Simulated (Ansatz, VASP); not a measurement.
# Two plane-wave programs on NaH

File POSCAR:

```
NaH
1.0
    0.0000000000      2.3975126521      2.3975126521
    2.3975126521      0.0000000000      2.3975126521
    2.3975126521      2.3975126521      0.0000000000
Na H
1 1
Direct
    0.0000000000      0.0000000000      0.0000000000
    0.5000000000      0.5000000000      0.5000000000
```

Contents of INCAR.step1:

```
ALGO     = Normal         # electronic algorithm
EDIFF    = 1E-5           # SCF threshold, eV
ENCUT    = 520            # plane-wave cutoff, eV
GGA      = PE             # functional
ISIF     = 2              # what is computed and relaxed
ISMEAR   = 0              # smearing method
LASPH    = T              # aspherical terms in the spheres
LCHARG   = F              # write CHGCAR
LREAL    = F              # projectors in reciprocal space
LWAVE    = T              # write WAVECAR
NBANDS   = 11             # bands
NELM     = 100            # most SCF steps
PREC     = Accurate       # precision mode
SIGMA    = 0.01           # smearing width, eV
```

Contents of INCAR.step2:

```
AEXX     = 1.0            # exact-exchange fraction
AGGAC    = 0.0          
ALDAC    = 0.0          
ALGO     = Normal         # electronic algorithm
EDIFF    = 1E-6           # SCF threshold, eV
ENCUT    = 520            # plane-wave cutoff, eV
GGA      = PE             # functional
ISIF     = 2              # what is computed and relaxed
ISMEAR   = 0              # smearing method
ISTART   = 1            
LASPH    = T              # aspherical terms in the spheres
LCHARG   = F              # write CHGCAR
LHFCALC  = T              # exact exchange
LREAL    = F              # projectors in reciprocal space
LWAVE    = F              # write WAVECAR
NBANDS   = 11             # bands
NELM     = 100            # most SCF steps
PREC     = Accurate       # precision mode
PRECFOCK = Normal       
SIGMA    = 0.01           # smearing width, eV
```

File KPOINTS:

```
k-points
0
Gamma
  6 6 6
```

Input for Ansatz:

```yaml
crystal:
  lattice:
    - [0.0, 2.3975126521, 2.3975126521]
    - [2.3975126521, 0.0, 2.3975126521]
    - [2.3975126521, 2.3975126521, 0.0]
  atoms:
    - { symbol: Na, position: [0.0, 0.0, 0.0] }
    - { symbol: H, position: [0.5, 0.5, 0.5] }
kpoints:
  mp_grid: { grid: [6, 6, 6] }
  band_path:
    path:
      - [0.0, 0.0, 0.0]
      - [0.5, 0.0, 0.5]
      - [0.625, 0.25, 0.625]
      - [0.375, 0.375, 0.75]
      - [0.5, 0.5, 0.5]
      - [0.5, 0.25, 0.75]
      - [0.25, -0.5, -0.25]
      - [0.0, 0.0, 0.5]
    npoints: 1
hamiltonian:
  xc: hf
scf:
  occupations: { method: fixed }
  n_extra_bands: 4
output:
  forces: true
  stress: true
  eigenvalues: true
```

Alike in both runs: task single point; functional HF; k mesh 6 × 6 × 6; no spin polarisation.

|  | VASP | Ansatz |
| --- | --- | --- |
| version | VASP 6.6.1 | Ansatz 0.2.0 |
| potentials or method | VASP PAW PBE potentials, release 64 (Na_pv, H) | plane waves, PAW |
| plane-wave cutoff (eV) | 520 | 420 |
| occupations | gaussian, width 0.01 eV | fixed |
| valence electrons in the cell | 8 | 10 |

```csv
,VASP,Ansatz,Ansatz less VASP
gap on the k mesh at the Fermi level (eV),11.76,11.75,-0.009
pressure (GPa),2.0,1.9,-0.05
```

VASP's potentials were made for PBE, not for HF. VASP's potentials hold 8 valence electrons a cell and Ansatz's 10, so a difference there can come from the potentials and not from the codes. Ansatz's warnings: stress exchange threshold loose, stress scf threshold loose.
